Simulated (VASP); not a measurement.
# Al: electric field gradients with PBEsol

Al:

```xyz
1
Lattice="0.0000 2.0374 2.0374 2.0374 0.0000 2.0374 2.0374 2.0374 0.0000" Properties=species:S:1:pos:R:3 pbc="T T T"
Al    0.0000    0.0000    0.0000
```

This cell differs from its parent crystal: volume scaled by 1.02.

```yaml
Program: VASP 6.6.1
Task: electric field gradients
Functional: PBEsol
Potentials_or_basis: VASP PAW PBE potentials, release 64 (Al)
Cutoff: 520 eV
k_mesh: 14 × 14 × 14
Occupations: fermi-dirac, width 0.05 eV
Spin: no spin polarisation
Dipole_correction: no
Further_INCAR_settings: ALGO = Normal; EDIFF = 1e-08; NBANDS = 8
```

* Pressure: -3.4 GPa

Levels at points of the mesh, in eV from the Fermi level:
| k point | band 1 | band 2 | band 3 | band 4 |
| --- | --- | --- | --- | --- |
| (0.00, 0.00, 0.00) | -10.93 | 12.49 | 12.49 | 12.49 |
| (0.50, 0.00, 0.00) | -4.47 | -4.32 | 11.16 | 11.16 |
| (0.50, 0.50, 0.00) | -2.83 | -1.58 | 5.27 | 5.50 |

It took 32 s on 1 thread of AMD EPYC 7R13 (shared host), peak memory 0.11 GiB.

Caveat: without QUAD_EFG the Cq values of the log hold for a quadrupole moment of 1 mb, not for the nuclei; the PAW data sets were made with another functional, which shifts forces and pressure a little.
